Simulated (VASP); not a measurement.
# Te3Pb4Se (Pm-3m) in VASP: single point with PBE

Aim: the single point of Te3Pb4Se with PBE.

Everything below comes from runs of VASP 6.6.1. Logs are shortened: lines on timing, memory, paths and dates and some standing lists are left out, and cuts for length are marked.

### Step 1. The cell of the first run

The structure is cubic, space group Pm-3m (No. 221). Conventional cell: a = 6.492 Å, b = 6.492 Å, c = 6.492 Å, α = 90.00°, β = 90.00°, γ = 90.00°. Te (site symmetry 4/mmm) has 6 Pb at 3.25 Å within 4.3 Å. Pb (site symmetry 4/mmm) has 4 Te at 3.25 Å and 2 Se at 3.25 Å within 4.3 Å. Within 4.3 Å of Pb (site symmetry m-3m) lie 6 Te at 3.25 Å. Se (site symmetry m-3m) has 6 Pb at 3.25 Å within 4.3 Å.

### Step 2. Single point, PBE

The input, INCAR:

```
PREC = Accurate
ENCUT = 520
EDIFF = 1E-7
ISMEAR = 0
SIGMA = 0.01
LREAL = F
LASPH = T
NELM = 80
ALGO = Normal
ISIF = 2
LWAVE = F
LCHARG = F
GGA = PE
NBANDS = 50
```

The input, KPOINTS:

```
Automatic mesh
0
Gamma
  6 6 6
```

The input, POSCAR:

```
Te3Pb4Se
1.0
    6.4917536291      0.0000000000      0.0000000000
    0.0000000000      6.4917536291      0.0000000000
    0.0000000000      0.0000000000      6.4917536291
Te Pb Se
3 4 1
Direct
    0.5000000000      0.0000000000      0.0000000000
    0.0000000000      0.0000000000      0.5000000000
    0.0000000000      0.5000000000      0.0000000000
    0.0000000000      0.5000000000      0.5000000000
    0.5000000000      0.5000000000      0.0000000000
    0.0000000000      0.0000000000      0.0000000000
    0.5000000000      0.0000000000      0.5000000000
    0.5000000000      0.5000000000      0.5000000000
```

Potentials or basis: VASP PAW PBE potentials, release 64 (Te, Pb_d, Se).

On the command line:

```bash
cat potpaw_PBE.64/Te/POTCAR potpaw_PBE.64/Pb_d/POTCAR potpaw_PBE.64/Se/POTCAR > POTCAR
mpirun -np 1 vasp_std > vasp.out
```

OUTCAR:

```text
PREC = Accurate
   ENCUT = 520
   EDIFF = 1E-7
   ISMEAR = 0
   LREAL = F
   LASPH = T
   NELM = 80
   ISIF = 2
   GGA = PE

 ion  position               nearest neighbor table
   1  0.500  0.000  0.000-   5 3.25   6 3.25   7 3.25   7 3.25   5 3.25   6 3.25
   2  0.000  0.000  0.500-   4 3.25   6 3.25   7 3.25   6 3.25   4 3.25   7 3.25
   3  0.000  0.500  0.000-   4 3.25   5 3.25   6 3.25   4 3.25   6 3.25   5 3.25
   4  0.000  0.500  0.500-   2 3.25   3 3.25   8 3.25   3 3.25   2 3.25   8 3.25
   5  0.500  0.500  0.000-   1 3.25   3 3.25   8 3.25   8 3.25   1 3.25   3 3.25
   6  0.000  0.000  0.000-   1 3.25   2 3.25   3 3.25   2 3.25   3 3.25   1 3.25
   7  0.500  0.000  0.500-   1 3.25   2 3.25   8 3.25   1 3.25   8 3.25   2 3.25
   8  0.500  0.500  0.500-   4 3.25   5 3.25   7 3.25   5 3.25   7 3.25   4 3.25

  LATTYP: Found a simple cubic cell.
 ALAT       =     6.4917536291

  Lattice vectors:

 A1 = (   6.4917536291,   0.0000000000,   0.0000000000)
 A2 = (   0.0000000000,   6.4917536291,   0.0000000000)
 A3 = (   0.0000000000,   0.0000000000,   6.4917536291)

Analysis of symmetry for initial positions (statically):
=====================================================================
 Subroutine PRICEL returns:
 Original cell was already a primitive cell.

 Routine SETGRP: Setting up the symmetry group for a
 simple cubic supercell.

 Subroutine GETGRP returns: Found 48 space group operations
 (whereof 48 operations were pure point group operations)
 out of a pool of 48 trial point group operations.

The static configuration has the point symmetry O_h .

Analysis of symmetry for dynamics (positions and initial velocities):
=====================================================================
 Subroutine PRICEL returns:
 Original cell was already a primitive cell.

 Routine SETGRP: Setting up the symmetry group for a
 simple cubic supercell.

 Subroutine GETGRP returns: Found 48 space group operations
 (whereof 48 operations were pure point group operations)
 out of a pool of 48 trial point group operations.

The dynamic configuration has the point symmetry O_h .

 Subroutine INISYM returns: Found 48 space group operations
 (whereof 48 operations are pure point group operations),
 and found     1 'primitive' translations

----------------------------------------------------------------------------------------

[... 103 lines left out ...]
   IBRION =     -1    ionic relax: 0-MD 1-quasi-New 2-CG
   NFREE  =      0    steps in history (QN), initial steepest desc. (CG)
   ISIF   =      2    stress and relaxation
   ISYM   =      2    0-nonsym 1-usesym 2-fastsym
   POTIM  = 0.5000    time-step for ionic-motion
   TEBEG  =    0.0;   TEEND  =   0.0 temperature during run
   PSTRESS=    0.0 pullay stress
   NELECT =      80.0000    total number of electrons
   NUPDOWN=      -1.0000    fix difference up-down
   EMIN   =  10.00;   EMAX   =-10.00  energy-range for DOS
   EFERMI =   0.00;   METHOD = LEGACY
   ISMEAR =     0;   SIGMA  =   0.01  broadening in eV -4-tet -1-fermi 0-gaus
   EFERMI_NEDOS =   21; number of points for ismear=-14 and -15
   IALGO  =     38    algorithm
   IMIX   =      4    mixing-type and parameters
     AMIX     =   0.40;   BMIX     =  1.00
     AMIX_MAG =   1.60;   BMIX_MAG =  1.00
  volume/ion in A,a.u.               =      34.20       230.78
  Fermi-wavevector in a.u.,A,eV,Ry     =   1.086616  2.053407 16.064868  1.180735
  Thomas-Fermi vector in A             =   2.222757
   LORBIT       =      0    0 simple, 1 ext, 2 COOP (PROOUT), +10 PAW based schemes
   GGA     = PE    functional components
   LHFCALC =     F    Hartree Fock is set to
   AEXX    =    0.0000 exact exchange contribution
   IVDW    =     0    specifies the selected vdW correction
   LEPSILON=     F    determine dielectric tensor
   LRPA    =     F    only Hartree local field effects (RPA)
 non-spin polarized calculation
 Gauss-broadening in eV      SIGMA  =   0.01
  energy-cutoff  :      520.00
  volume of cell :      273.58
 maximum number of plane-waves:      7400
   NGX = 25   NGY = 25   NGZ = 25

 number of electron      80.0000032 magnetization

 Free energy of the ion-electron system (eV)
  ---------------------------------------------------
  ext. energy  EPLUGINS =         0.00000000
  ---------------------------------------------------
  free energy    TOTEN  =       -30.58879944 eV

  energy without entropy =      -30.58879944  energy(sigma->0) =      -30.58879944

 E-fermi :   4.9747     XC(G=0):  -9.1155

 val. band max:        4.9071902384   @ k =   0.5000   0.5000   0.5000
 cond. band min:       5.1116337580   @ k =   0.5000   0.5000   0.5000
 fundamental gap:      0.2044435196
 Fermi energy:         4.9747112679

 k-point     1 :       0.0000    0.0000    0.0000
  band No.  band energies     occupation
      1     -11.8885      2.00000
      2     -11.8885      2.00000
      3     -11.8790      2.00000
      4     -11.8394      2.00000
      5     -11.8394      2.00000
      6     -11.8394      2.00000
[... 1049 lines left out ...]
     49       6.2694      0.00000
     50       6.2694      0.00000

------------------------ aborting loop because EDIFF is reached ----------------------------------------

  FORCE on cell =-STRESS in cart. coord.  units (eV):
  Direction    XX          YY          ZZ          XY          YZ          ZX
  --------------------------------------------------------------------------------------
  -------------------------------------------------------------------------------------
  Total       -0.0456145     -0.0456145     -0.0456145      0.0000000     -0.0000000     -0.0000000
  in kB       -0.2671329     -0.2671329     -0.2671329      0.0000000     -0.0000000     -0.0000000
  external PRESSURE =      -0.2671329 kB  Pullay stress =       0.0000000 kB

 VOLUME and BASIS-vectors are now :
 -----------------------------------------------------------------------------
  energy-cutoff  :      520.00
  volume of cell :      273.58
      direct lattice vectors                 reciprocal lattice vectors
     6.491753629  0.000000000  0.000000000     0.154041582  0.000000000  0.000000000
     0.000000000  6.491753629  0.000000000     0.000000000  0.154041582  0.000000000
     0.000000000  0.000000000  6.491753629     0.000000000  0.000000000  0.154041582

 POSITION                                       TOTAL-FORCE (eV/Angst)
 -----------------------------------------------------------------------------------
      3.24588      0.00000      0.00000         0.000000      0.000000      0.000000
      0.00000      0.00000      3.24588         0.000000      0.000000      0.000000
      0.00000      3.24588      0.00000         0.000000      0.000000      0.000000
      0.00000      3.24588      3.24588         0.000000      0.000000      0.000000
      3.24588      3.24588      0.00000         0.000000      0.000000      0.000000
      0.00000      0.00000      0.00000         0.000000      0.000000      0.000000
      3.24588      0.00000      3.24588         0.000000      0.000000      0.000000
      3.24588      3.24588      3.24588         0.000000      0.000000      0.000000
 -----------------------------------------------------------------------------------
    total drift:                                0.000000      0.000000     -0.000000

  FREE ENERGIE OF THE ION-ELECTRON SYSTEM (eV)
  ---------------------------------------------------
  free  energy   TOTEN  =       -30.5887994421 eV

  energy  without entropy=      -30.5887994421  energy(sigma->0) =      -30.58879944
```

Run time: 3.1 min. Hardware: 1 thread of AMD EPYC 7R13 (Zen 3), shared host; peak memory 0.45 GiB.

Results:

```
Free energy            : -30.5888 eV
Pressure               : 0.0 GPa
Band gap on the k mesh : 0.20 eV, direct
```

Levels at points of the mesh, in eV from the valence-band top:
```csv
k point,band 37,band 38,band 39,band 40,band 41,band 42,band 43,band 44
"(0.00, 0.00, 0.00)",-2.58,-1.31,-1.31,-1.31,3.53,3.53,3.53,4.02
"(0.50, 0.00, 0.00)",-1.35,-1.32,-0.51,-0.33,1.69,1.73,2.40,2.52
"(0.50, 0.50, 0.00)",-0.65,-0.65,-0.59,-0.57,1.35,1.57,1.57,1.78
"(0.50, 0.50, 0.50)",-0.07,-0.07,-0.07,0.00,0.20,0.84,0.84,0.84
```

Caveat: spin-orbit coupling is left out, which moves the levels of the heavy elements. A k mesh can miss the band edges.
